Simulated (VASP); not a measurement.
# NbZn3 (Pm-3m) in VASP: single point with LDA

Aim: the single point of NbZn3 with LDA.

All numbers are computed with VASP 6.6.1; they aren't measurements. Logs are shortened: lines on timing, memory, paths and dates and some standing lists are left out, and cuts for length are marked.

## Step 1: The cell of the first run

The structure is cubic, space group Pm-3m (No. 221). The conventional cell has a = 3.934 Å, b = 3.934 Å, c = 3.934 Å, α = 90.00°, β = 90.00°, γ = 90.00°. Within 3.7 Å of Nb (site symmetry m-3m) lie 12 Zn at 2.78 Å. Within 3.7 Å of Zn (site symmetry 4/mmm) lie 4 Nb at 2.78 Å and 8 Zn at 2.78 Å.

## Step 2: Single point, LDA

Input file INCAR:

```
ALGO     = Normal         # electronic algorithm
EDIFF    = 1E-7           # SCF threshold, eV
ENCUT    = 520            # plane-wave cutoff, eV
ISIF     = 2              # what is computed and relaxed
ISMEAR   = -1             # smearing method
LASPH    = T              # aspherical terms in the spheres
LCHARG   = F              # write CHGCAR
LREAL    = F              # projectors in reciprocal space
LWAVE    = F              # write WAVECAR
NBANDS   = 32             # bands
NELM     = 80             # most SCF steps
PREC     = Accurate       # precision mode
SIGMA    = 0.1            # smearing width, eV
```

Input file KPOINTS:

```
k-points
0
Gamma
  7 7 7
```

Input file POSCAR:

```
NbZn3
1.0
    3.9340000000      0.0000000000      0.0000000000
    0.0000000000      3.9340000000      0.0000000000
    0.0000000000      0.0000000000      3.9340000000
Nb Zn
1 3
Direct
    0.0000000000      0.0000000000      0.0000000000
    0.0000000000      0.5000000000      0.5000000000
    0.5000000000      0.0000000000      0.5000000000
    0.5000000000      0.5000000000      0.0000000000
```

Potentials or basis: VASP PAW LDA potentials, release 64 (Nb_sv, Zn).

On the command line:

```sh
$ cat potpaw_LDA.64/Nb_sv/POTCAR potpaw_LDA.64/Zn/POTCAR > POTCAR
$ mpirun -np 1 vasp_std > vasp.out
```

OUTCAR:

```text
EDIFF = 1E-7
   ENCUT = 520
   ISIF = 2
   ISMEAR = -1
   LASPH = T
   LREAL = F
   NELM = 80
   PREC = Accurate

 ion  position               nearest neighbor table
   1  0.000  0.000  0.000-   2 2.78   3 2.78   4 2.78   2 2.78   3 2.78   2 2.78   4 2.78   2 2.78
                             3 2.78   4 2.78   3 2.78   4 2.78
   2  0.000  0.500  0.500-   1 2.78   3 2.78   4 2.78   1 2.78   4 2.78   1 2.78   3 2.78   1 2.78
                             3 2.78   4 2.78   4 2.78   3 2.78
   3  0.500  0.000  0.500-   1 2.78   2 2.78   4 2.78   1 2.78   4 2.78   2 2.78   4 2.78   4 2.78
                             1 2.78   2 2.78   1 2.78   2 2.78
   4  0.500  0.500  0.000-   1 2.78   2 2.78   3 2.78   2 2.78   3 2.78   1 2.78   3 2.78   3 2.78
                             1 2.78   2 2.78   2 2.78   1 2.78

  LATTYP: Found a simple cubic cell.
 ALAT       =     3.9340000000

  Lattice vectors:

 A1 = (   3.9340000000,   0.0000000000,   0.0000000000)
 A2 = (   0.0000000000,   3.9340000000,   0.0000000000)
 A3 = (   0.0000000000,   0.0000000000,   3.9340000000)

Analysis of symmetry for initial positions (statically):
=====================================================================
 Subroutine PRICEL returns:
 Original cell was already a primitive cell.

 Routine SETGRP: Setting up the symmetry group for a
 simple cubic supercell.

 Subroutine GETGRP returns: Found 48 space group operations
 (whereof 48 operations were pure point group operations)
 out of a pool of 48 trial point group operations.

The static configuration has the point symmetry O_h .

Analysis of symmetry for dynamics (positions and initial velocities):
=====================================================================
 Subroutine PRICEL returns:
 Original cell was already a primitive cell.

 Routine SETGRP: Setting up the symmetry group for a
 simple cubic supercell.

 Subroutine GETGRP returns: Found 48 space group operations
 (whereof 48 operations were pure point group operations)
 out of a pool of 48 trial point group operations.

The dynamic configuration has the point symmetry O_h .

 Subroutine INISYM returns: Found 48 space group operations
 (whereof 48 operations are pure point group operations),
 and found     1 'primitive' translations

----------------------------------------------------------------------------------------

                                     Primitive cell

  volume of cell :      60.8840

  direct lattice vectors                    reciprocal lattice vectors
     3.934000000  0.000000000  0.000000000     0.254194204  0.000000000  0.000000000
     0.000000000  3.934000000  0.000000000     0.000000000  0.254194204  0.000000000
     0.000000000  0.000000000  3.934000000     0.000000000  0.000000000  0.254194204

  length of vectors
     3.934000000  3.934000000  3.934000000     0.254194204  0.254194204  0.254194204

  position of ions in fractional coordinates (direct lattice)
     0.000000000  0.000000000  0.000000000
     0.000000000  0.500000000  0.500000000
     0.500000000  0.000000000  0.500000000
     0.500000000  0.500000000  0.000000000

  ion indices of the primitive-cell ions
   primitive index   ion index
                 1           1
                 2           2
                 3           3
                 4           4

----------------------------------------------------------------------------------------

 KPOINTS: k-points

Automatic generation of k-mesh.
 Grid dimensions read from file:
 generate k-points for:    7    7    7

 Generating k-lattice:

  Cartesian coordinates                     Fractional coordinates (reciprocal lattice)
     0.036313458  0.000000000  0.000000000     0.142857143  0.000000000  0.000000000
     0.000000000  0.036313458  0.000000000     0.000000000  0.142857143  0.000000000
     0.000000000  0.000000000  0.036313458     0.000000000  0.000000000  0.142857143

  Length of vectors
     0.036313458  0.036313458  0.036313458

  Shift w.r.t. Gamma in fractional coordinates (k-lattice)
     0.000000000  0.000000000  0.000000000

 Subroutine IBZKPT returns following result:
 ===========================================

 Found     20 irreducible k-points:

 Following reciprocal coordinates:
            Coordinates               Weight
  0.000000  0.000000  0.000000      1.000000
  0.142857  0.000000  0.000000      6.000000
  0.285714  0.000000  0.000000      6.000000
  0.428571  0.000000  0.000000      6.000000
  0.142857  0.142857  0.000000     12.000000
  0.285714  0.142857  0.000000     24.000000
[... 12 lines left out ...]
  0.428571  0.428571  0.285714     24.000000
  0.428571  0.428571  0.428571      8.000000
   k-points           NKPTS =     20   k-points in BZ     NKDIM =     20   number of bands    NBANDS=     32
   number of dos      NEDOS =    301   number of ions     NIONS =      4
   total plane-waves  NPLWV =  27000
   dimension x,y,z NGX =    30 NGY =   30 NGZ =   30
   dimension x,y,z NGXF=    60 NGYF=   60 NGZF=   60
   ions per type =               1   3
   NGX,Y,Z   is equivalent  to a cutoff of  12.68, 12.68, 12.68 a.u.
   NGXF,Y,Z  is equivalent  to a cutoff of  25.36, 25.36, 25.36 a.u.
 SYSTEM =  unknown system
   PREC   = accura    normal or accurate (medium, high low for compatibility)
   ISTART =      0    job   : 0-new  1-cont  2-samecut
   ICHARG =      2    charge: 1-file 2-atom 10-const
   ISPIN  =      1    spin polarized calculation?
   LNONCOLLINEAR =      F non collinear calculations
   LSORBIT =      F    spin-orbit coupling
   LASPH  =      T    aspherical Exc in radial PAW
   ENCUT  =  520.0 eV  38.22 Ry    6.18 a.u.   7.31  7.31  7.31*2*pi/ulx,y,z
   NELM   =     80;   NELMIN=  2; NELMDL= -5     # of ELM steps
   EDIFF  = 0.1E-06   stopping-criterion for ELM
   LREAL  =      F    real-space projection
   EDIFFG = 0.1E-05   stopping-criterion for IOM
   NSW    =      0    number of steps for IOM
   IBRION =     -1    ionic relax: 0-MD 1-quasi-New 2-CG
   NFREE  =      0    steps in history (QN), initial steepest desc. (CG)
   ISIF   =      2    stress and relaxation
   ISYM   =      2    0-nonsym 1-usesym 2-fastsym
   POTIM  = 0.5000    time-step for ionic-motion
   TEBEG  =    0.0;   TEEND  =   0.0 temperature during run
   PSTRESS=    0.0 pullay stress
   NELECT =      49.0000    total number of electrons
   NUPDOWN=      -1.0000    fix difference up-down
   EMIN   =  10.00;   EMAX   =-10.00  energy-range for DOS
   EFERMI =   0.00;   METHOD = LEGACY
   ISMEAR =    -1;   SIGMA  =   0.10  broadening in eV -4-tet -1-fermi 0-gaus
   EFERMI_NEDOS =   21; number of points for ismear=-14 and -15
   IALGO  =     38    algorithm
   IMIX   =      4    mixing-type and parameters
     AMIX     =   0.40;   BMIX     =  1.00
     AMIX_MAG =   1.60;   BMIX_MAG =  1.00
  volume/ion in A,a.u.               =      15.22       102.72
  Fermi-wavevector in a.u.,A,eV,Ry     =   1.522787  2.877650 31.550282  2.318880
  Thomas-Fermi vector in A             =   2.631319
   LORBIT       =      0    0 simple, 1 ext, 2 COOP (PROOUT), +10 PAW based schemes
   GGA     = CA    functional components
   LHFCALC =     F    Hartree Fock is set to
   AEXX    =    0.0000 exact exchange contribution
   IVDW    =     0    specifies the selected vdW correction
   LEPSILON=     F    determine dielectric tensor
   LRPA    =     F    only Hartree local field effects (RPA)
 non-spin polarized calculation
  energy-cutoff  :      520.00
  volume of cell :       60.88
 maximum number of plane-waves:      1659
 NGX is ok and might be reduce to    30
   NGX = 15   NGY = 15   NGZ = 15

 number of electron      48.9999994 magnetization

 Free energy of the ion-electron system (eV)
  ---------------------------------------------------
  ext. energy  EPLUGINS =         0.00000000
  ---------------------------------------------------
  free energy    TOTEN  =       -17.53371273 eV

  energy without entropy =      -17.48642395  energy(sigma->0) =      -17.51006834

 E-fermi :   5.1388     XC(G=0): -12.3780

 val. band max:        5.0786335477   @ k =   0.1429   0.0000   0.0000
 cond. band min:       5.2611206216   @ k =   0.4286   0.2857   0.0000
 fundamental gap:      0.1824870739
 Fermi energy:         5.1388357287

 k-point     1 :       0.0000    0.0000    0.0000
  band No.  band energies     occupation
      1     -49.2453      2.00000
      2     -25.4716      2.00000
      3     -25.4716      2.00000
      4     -25.4716      2.00000
      5      -4.1111      2.00000
      6      -2.5511      2.00000
[... 24 lines left out ...]
     31      11.6137      0.00000
     32      13.1050      0.00000

 k-point     2 :       0.1429    0.0000    0.0000
  band No.  band energies     occupation
      1     -49.2450      2.00000
      2     -25.4812      2.00000
      3     -25.4713      2.00000
      4     -25.4713      2.00000
      5      -3.8911      2.00000
      6      -2.5023      2.00000
[... 24 lines left out ...]
     31      12.5026      0.00000
     32      13.2795      0.00000

 k-point     3 :       0.2857    0.0000    0.0000
  band No.  band energies     occupation
      1     -49.2441      2.00000
      2     -25.5026      2.00000
      3     -25.4705      2.00000
      4     -25.4705      2.00000
      5      -3.2742      2.00000
      6      -2.3699      2.00000
[... 24 lines left out ...]
     31      12.8182      0.00000
     32      12.8182      0.00000

 k-point     4 :       0.4286    0.0000    0.0000
  band No.  band energies     occupation
      1     -49.2434      2.00000
      2     -25.5198      2.00000
      3     -25.4699      2.00000
      4     -25.4699      2.00000
      5      -2.5888      2.00000
      6      -2.2751      2.00000
[... 514 lines left out ...]
     31      11.4330      0.00000
     32      13.5392      0.00000

 k-point    19 :       0.4286    0.4286    0.2857
  band No.  band energies     occupation
      1     -49.2407      2.00000
      2     -25.5090      2.00000
      3     -25.5084      2.00000
      4     -25.4927      2.00000
      5      -2.4672      2.00000
      6      -2.3888      2.00000
[... 24 lines left out ...]
     31      10.6675      0.00000
     32      12.0364      0.00000

 k-point    20 :       0.4286    0.4286    0.4286
  band No.  band energies     occupation
      1     -49.2402      2.00000
      2     -25.5068      2.00000
      3     -25.5060      2.00000
      4     -25.5060      2.00000
      5      -2.5381      2.00000
      6      -2.4959      2.00000
[... 24 lines left out ...]
     31      10.2448      0.00000
     32      10.7784      0.00000

------------------------ aborting loop because EDIFF is reached ----------------------------------------

  FORCE on cell =-STRESS in cart. coord.  units (eV):
  Direction    XX          YY          ZZ          XY          YZ          ZX
  --------------------------------------------------------------------------------------
  -------------------------------------------------------------------------------------
  Total       -3.4200941     -3.4200941     -3.4200941      0.0000000     -0.0000000      0.0000000
  in kB      -90.0006351    -90.0006351    -90.0006351      0.0000000     -0.0000000      0.0000000
  external PRESSURE =     -90.0006351 kB  Pullay stress =       0.0000000 kB

 VOLUME and BASIS-vectors are now :
 -----------------------------------------------------------------------------
  energy-cutoff  :      520.00
  volume of cell :       60.88
      direct lattice vectors                 reciprocal lattice vectors
     3.934000000  0.000000000  0.000000000     0.254194204  0.000000000  0.000000000
     0.000000000  3.934000000  0.000000000     0.000000000  0.254194204  0.000000000
     0.000000000  0.000000000  3.934000000     0.000000000  0.000000000  0.254194204

 POSITION                                       TOTAL-FORCE (eV/Angst)
 -----------------------------------------------------------------------------------
      0.00000      0.00000      0.00000         0.000000      0.000000      0.000000
      0.00000      1.96700      1.96700         0.000000      0.000000      0.000000
      1.96700      0.00000      1.96700         0.000000      0.000000      0.000000
      1.96700      1.96700      0.00000         0.000000      0.000000      0.000000
 -----------------------------------------------------------------------------------
    total drift:                                0.000000      0.000000     -0.000000

  FREE ENERGIE OF THE ION-ELECTRON SYSTEM (eV)
  ---------------------------------------------------
  free  energy   TOTEN  =       -17.5337127318 eV

  energy  without entropy=      -17.4864239531  energy(sigma->0) =      -17.51006834
```

Run time: 64 s. Hardware: 1 thread of Intel Xeon 8259CL, shared host; peak memory 0.17 GiB.

Results:

```
Free energy            : -17.5337 eV
Pressure               : -9.0 GPa
Band gap on the k mesh : zero (an odd number of electrons rules out a gap without spin polarisation)
```

Caveat: the cell stands under tension.

The gap in the log of VASP goes by the Fermi energy; the results here count the filled bands.